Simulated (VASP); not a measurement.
A run of VASP 6.6.1:

File INCAR:

```
PREC = Accurate ; ENCUT = 500
EDIFF = 1E-6 ; ISMEAR = 1
SIGMA = 0.05 ; LREAL = False
LASPH = True ; NELM = 120
ALGO = Normal ; ISIF = 2
LWAVE = False ; LCHARG = False
GGA = PS ; NBANDS = 21
GGA_COMPAT = False
```

The input KPOINTS:

```
Automatic mesh
0
Gamma
  5 5 5
```

POSCAR

```
Pb
1.0
    0.0000000000      3.4451405149      3.4451405149
    3.4451405149      0.0000000000      3.4451405149
    3.4451405149      3.4451405149      0.0000000000
Pb
2
Direct
    1.0000000000      1.0000000000      1.0000000000
    0.2500000000      0.2500000000      0.2500000000
```

Potentials or basis: VASP PAW PBE potentials, release 64 (Pb_d).

Command:

```console
$ cat potpaw_PBE.64/Pb_d/POTCAR > POTCAR
$ mpirun -np 1 vasp_std > vasp.out
```

Hardware: 1 thread of AMD EPYC 7R43 64-Core Processor (Zen 3), with other jobs on the host.

Estimate the wall time of this run.

It took 17 s on 1 thread of AMD EPYC 7R43 64-Core Processor (Zen 3), with other jobs on the host, peak memory 0.15 GiB. Counts: scf iterations 12, k points 10.
